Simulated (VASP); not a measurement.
A run of VASP 6.6.1:

INCAR

```
SYSTEM = ZnS
PREC = Accurate ; ENCUT = 520
EDIFF = 1E-7 ; ISMEAR = -1
SIGMA = 0.08 ; LREAL = .FALSE.
LASPH = .TRUE. ; NELM = 100
ALGO = Normal ; ISIF = 2
LWAVE = .FALSE. ; LCHARG = .TRUE.
GGA = PS ; LELF = .TRUE.
LVHAR = .TRUE. ; NBANDS = 26
```

KPOINTS

```
regular mesh
0
G
  10 10 6
  0 0 0
```

Contents of POSCAR:

```
ZnS
1.0
    3.7815781040      0.0000000000      0.0000000000
   -1.8907890520      3.2749427044      0.0000000000
    0.0000000000      0.0000000000      6.2089610126
Zn S
2 2
Direct
    0.3333333333      0.6666666667      0.0054423634
    0.6666666667      0.3333333333      0.5054423634
    0.3333333333      0.6666666667      0.3795576366
    0.6666666667      0.3333333333      0.8795576366
```

Potentials or basis: VASP PAW PBE potentials, release 64 (Zn, S).

The run is started by

```bash
$ cat potpaw_PBE.64/Zn/POTCAR potpaw_PBE.64/S/POTCAR > POTCAR
$ mpirun -np 1 vasp_std > vasp.out
```

Hardware: 1 thread of Intel(R) Xeon(R) Platinum 8259CL CPU @ 2.50GHz (Skylake/Cascade Lake), on a shared host.

Q: Estimate the wall time of this run.

A: Run time: 84 s on 1 thread of Intel(R) Xeon(R) Platinum 8259CL CPU @ 2.50GHz (Skylake/Cascade Lake), with other jobs on the host, peak memory 0.24 GiB. Counts: scf iterations 15, k points 56.
